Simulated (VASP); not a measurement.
SnO2:

```
Sn O
1.0
     4.73800    0.00000    0.00000
     0.00000    4.73800    0.00000
     0.00000    0.00000    3.18650
Sn O
2 4
Cartesian
  0.0000 0.0000 0.0000
  2.3690 2.3690 1.5933
  1.4470 1.4470 0.0000
  0.9220 3.8160 1.5933
  3.2910 3.2910 0.0000
  3.8160 0.9220 1.5933
```

Base run:

| Item | Value |
| --- | --- |
| Program | VASP 6.6.1 |
| Functional | PBEsol |
| Potentials or basis | VASP PAW PBE potentials, release 64 (Sn_d, O) |
| Cutoff | 520 eV |
| k mesh | 7 × 7 × 9 |
| Occupations | fermi-dirac, width 0.02 eV |
| Spin | no spin polarisation |

Its results: band gap on the k mesh 1.14 eV; pressure 5.0 GPa; largest force 0.042 eV/Å.

Question: The run is repeated on the same cell with these changes: functional from PBEsol to LDA; potentials or basis from VASP PAW PBE potentials, release 64 (Sn_d, O) to VASP PAW LDA potentials, release 64 (Sn_d, O). What comes out?

Answer: Band gap on the k mesh 1.13 eV; pressure -0.1 GPa; largest force 0.083 eV/Å.

Caveats: spin-orbit coupling is left out, which moves the levels of the heavy elements; the cell stands under pressure (at least some runs); the PAW data sets were made with another functional, which shifts forces and pressure a little (at least some runs).

